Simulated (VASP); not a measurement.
Wanted: the native input for a VASP 6.6.1 run.

```
Task                   : electric field gradients
Functional             : PBE
Potentials or basis    : VASP PAW PBE potentials, release 64 (Hf_pv, C)
Cutoff                 : 520 eV
k mesh                 : 13 × 13 × 13
Occupations            : fermi-dirac, width 0.05 eV
Spin                   : no spin polarisation
Dipole correction      : no
Further INCAR settings : ALGO = Normal; EDIFF = 1e-08; NBANDS = 14
```

The structure of HfC lies in POSCAR:

```
HfC
1.0
    0.0000000000      2.1949520270      2.1949520270
    2.1949520270      0.0000000000      2.1949520270
    2.1949520270      2.1949520270      0.0000000000
Hf C
1 1
Direct
    0.0000000000      0.0000000000      0.0000000000
    0.5000000000      0.5000000000      0.5000000000
```

This cell differs from its parent crystal: volume scaled by 0.85.

One way to write it, as run:

INCAR

```
  PREC = Accurate
  ENCUT = 520
  EDIFF = 1E-8
  ISMEAR = -1
  SIGMA = 0.05
  LREAL = False
  LASPH = True
  NELM = 100
  ALGO = Normal
  ISIF = 2
  LWAVE = False
  LCHARG = False
  GGA = PE
  LEFG = True
  NBANDS = 14
```

KPOINTS

```
regular mesh
0
Gamma
  13 13 13
```

Potentials or basis: VASP PAW PBE potentials, release 64 (Hf_pv, C).

The run is started by

```console
$ cat potpaw_PBE.64/Hf_pv/POTCAR potpaw_PBE.64/C/POTCAR > POTCAR
$ mpirun -np 1 vasp_std > vasp.out
```

Results of the run:

* Pressure: 57.6 GPa
* Band gap on the k mesh: zero (band 7 reaches 8.46 eV, above the bottom of band 8 at 6.93 eV)

Caveat: without QUAD_EFG the Cq values of the log hold for a quadrupole moment of 1 mb, not for the nuclei; spin-orbit coupling is left out, which moves the levels of the heavy elements.

Wall time 36 s on 1 thread of Intel Xeon 8259CL (shared host), peak memory 0.16 GiB.
